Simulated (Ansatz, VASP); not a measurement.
# SnSe: VASP beside Ansatz

```
Sn Se
1.0
     0.00000    3.39084    3.39084
     3.39084    0.00000    3.39084
     3.39084    3.39084    0.00000
Sn Se
1 1
Direct
  0.00000 0.00000 0.00000
  0.75000 0.75000 0.75000
```

Alike in both runs: functional PBE0; k mesh 4 × 4 × 4; occupations fermi-dirac, width 0.05 eV; no spin polarisation.

|  | VASP | Ansatz |
| --- | --- | --- |
| version | VASP 6.6.1 | Ansatz 0.2.0 |
| potentials or method | VASP PAW PBE potentials, release 64 (Sn_d, Se) | Ansatz PAW |
| plane-wave cutoff (eV) | 520 | 420 |
| valence electrons in the cell | 20 | 30 |
| task | single point | band structure |

```csv
,VASP,Ansatz,Ansatz less VASP
gap on the k mesh at the Fermi level (eV),1.04,0.99,-0.057
least direct gap on the mesh (eV),1.76,1.72,-0.042
pressure (GPa),-0.8,-0.6,+0.13
```

The functional is the same, so the differences come from potentials, cutoffs and numerics. VASP's potentials hold 20 valence electrons a cell and Ansatz's 30, so a difference there can come from the potentials and not from the codes.
